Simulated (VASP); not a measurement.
# AlGa3Sb2: single point with PBE

The system is AlGa3Sb2.

```
Al Ga Sb
1.0
     5.32844    0.00000    0.00000
    -2.66422    4.61456    0.00000
     0.00000    0.00000    5.63600
Al Ga Sb
1 3 2
Direct
  0.00000 0.00000 0.00000
  0.33333 0.66667 0.00000
  0.66667 0.33333 0.00000
  0.00000 0.00000 0.50000
  0.33333 0.66667 0.50000
  0.66667 0.33333 0.50000
```

* Program: VASP 6.6.1
* Task: single point
* Functional: PBE
* Potentials or basis: VASP PAW PBE potentials, release 64 (Al, Ga_d, Sb)
* Cutoff: 520 eV
* k mesh: 3 × 3 × 4
* Occupations: gaussian, width 0.1 eV
* Spin: no spin polarisation

```yaml
Pressure: 0.3 GPa
Band_gap_on_the_k_mesh: zero (band 26 reaches 6.95 eV, above the bottom of band 27 at 4.60 eV)
```

Stress tensor (GPa, compression positive):
```
0.22 0.00 0.00
0.00 0.22 0.00
0.00 0.00 0.40
```

Levels at points of the mesh, in eV from the Fermi level:
```
           k point  band 22  band 23  band 24  band 25  band 26  band 27  band 28  band 29  band 30  band 31
(0.00, 0.00, 0.00)    -3.49    -2.38    -2.38    -1.39    -1.15     0.26     0.46     0.56     0.56     1.11
(0.00, 0.00, 0.50)    -3.12    -2.42    -1.86    -1.86    -0.62    -0.62    -0.33    -0.33    -0.21     0.81
```

Wall time 29 s on 1 thread of Intel(R) Xeon(R) Platinum 8559C (Emerald Rapids), on a shared host, peak memory 0.26 GiB.

Caveat: the k points lie up to 0.45 Å⁻¹ apart; spin-orbit coupling is left out, which moves the levels of the heavy elements.
